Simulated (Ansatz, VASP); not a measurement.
# Ge3PdRu: VASP beside Ansatz

```
Ge Ru Pd
1.0
     4.97300    0.00000    0.00000
     0.00000    4.97300    0.00000
     0.00000    0.00000    4.74663
Ge Ru Pd
3 1 1
Cartesian
  0.0000 2.4865 0.0000
  2.4865 0.0000 0.0000
  2.4865 2.4865 2.3733
  2.4865 2.4865 0.0000
  0.0000 0.0000 0.0000
```

Alike in both runs: functional PBE; k mesh 8 × 8 × 8; occupations gaussian, width 0.1 eV; no spin polarisation.

Ansatz relaxed the structure, and its values are those at the end. VASP's run is a single point on that final structure, the one shown.

```csv
,VASP,Ansatz
version,VASP 6.6.1,Ansatz 0.2.0
potentials or method,"VASP PAW PBE potentials, release 64 (Ge_d, Ru_pv, Pd), cutoff 520 eV","scalar-relativistic, plane waves, PAW"
valence electrons in the cell,66,76
```

VASP gave:

```
gap on the k mesh at the Fermi level (eV) : none
pressure (GPa)                            : 0.1
```

What did Ansatz give for the same quantities?

gap on the k mesh at the Fermi level (eV): none; pressure (GPa): 0.0.

A gap of «none» marks a metal or a gap that the smearing closes. The functional is the same, so the differences come from potentials, cutoffs and numerics. VASP's potentials hold 66 valence electrons a cell and Ansatz's 76, so a difference there can come from the potentials and not from the codes.
